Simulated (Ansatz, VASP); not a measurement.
Two plane-wave programs on Pt

```
Pt
1.0
     4.55019    0.00000    0.00000
     0.00000    4.55019    0.00000
     0.00000    0.00000    2.74461
Pt
3
Cartesian
  0.0000 2.2751 1.3723
  2.2751 0.0000 1.3723
  0.0000 0.0000 0.0000
```

Alike in both runs: functional PBE; k mesh 10 × 10 × 16; occupations gaussian, width 0.1 eV; no spin polarisation.

Ansatz relaxed the structure, and its values are those at the end. VASP's run is a single point on that final structure, the one shown.

```csv
,VASP,Ansatz
version,VASP 6.6.1,Ansatz 0.2.0
potentials or method,"VASP PAW PBE potentials, release 64 (Pt), cutoff 520 eV","scalar-relativistic, plane waves, PAW"
valence electrons in the cell,30,54
```

VASP gave:

* gap on the k mesh at the Fermi level (eV): none
* pressure (GPa): -0.4

Q: Estimate Ansatz's values.

A: gap on the k mesh at the Fermi level (eV): none; pressure (GPa): 0.0.

A gap of «none» marks a metal or a gap that the smearing closes. VASP's potentials hold 30 valence electrons a cell and Ansatz's 54, so a difference there can come from the potentials and not from the codes.

Neither program's run includes spin-orbit coupling.
